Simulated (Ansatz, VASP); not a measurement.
## One calculation of Y, two programs

```xyz
1
Lattice="-2.0211 2.0211 2.0211 2.0211 -2.0211 2.0211 2.0211 2.0211 -2.0211" Properties=species:S:1:pos:R:3 pbc="T T T"
Y     0.0000    0.0000    0.0000
```

Alike in both runs: task relaxation of cell and atoms; functional PBE; k mesh 14 × 14 × 14; occupations gaussian, width 0.1 eV; no spin polarisation.

|  | VASP | Ansatz |
| --- | --- | --- |
| version | VASP 6.6.1 | Ansatz 0.2.0 |
| potentials or method | VASP PAW PBE potentials, release 64 (Y_sv), cutoff 500 eV | scalar-relativistic, plane waves, PAW |
| valence electrons in the cell | 11 | 11 |

```tsv
	VASP	Ansatz	Ansatz less VASP
gap on the k mesh at the Fermi level, each at its own relaxed structure (eV)	none	none	-
relaxed volume (Å³/atom)	32.86	33.02	+0.164
relaxed cell length with the largest relative difference (Å)	3.495	3.501	+0.0058
```

A gap of «none» marks a metal or a gap that the smearing closes.
